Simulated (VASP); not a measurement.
Input of a VASP 6.6.1 run:

File INCAR:

```
SYSTEM = Au
PREC = Accurate
ENCUT = 600
EDIFF = 1E-6
ISMEAR = 0
SIGMA = 0.1
LREAL = .False.
LASPH = .True.
NELM = 60
ALGO = Normal
ISIF = 3
LWAVE = .False.
LCHARG = .False.
GGA = PE
IBRION = 2
NSW = 80
EDIFFG = -0.01
```

KPOINTS

```
Automatic mesh
0
Gamma
  8 8 8
  0 0 0
```

POSCAR

```
Au
1.0
    0.0000000000      2.8000000000      2.8000000000
    2.8000000000      0.0000000000      2.8000000000
    2.8000000000      2.8000000000      0.0000000000
Au
2
Direct
    0.0000000000      0.0000000000      0.0000000000
    0.2500000000      0.2500000000      0.2500000000
```

Potentials or basis: VASP PAW PBE potentials, release 64 (Au).

Run with:

```console
$ cat potpaw_PBE.64/Au/POTCAR > POTCAR
$ mpirun -np 1 vasp_std > vasp.out
```

Task: Estimate the relaxed volume.

Result: 29.14 Å³/atom.

Task: Predict the space group after relaxing (to 0.05 Å).

Result: Fd-3m (No. 227).

Task: Estimate the relaxed cell.

Result: a = 4.352 Å, b = 4.352 Å, c = 4.352 Å, α = 60.00°, β = 60.00°, γ = 60.00°.

Final structure:
```xyz
2
Lattice="0.0000 3.0774 3.0774 3.0774 0.0000 3.0774 3.0774 3.0774 0.0000" Properties=species:S:1:pos:R:3 pbc="T T T"
Au    0.0000    0.0000    0.0000
Au    1.5387    1.5387    1.5387
```

Caveat: the volume moved by over 15 % at a fixed basis, so the end points are rough.
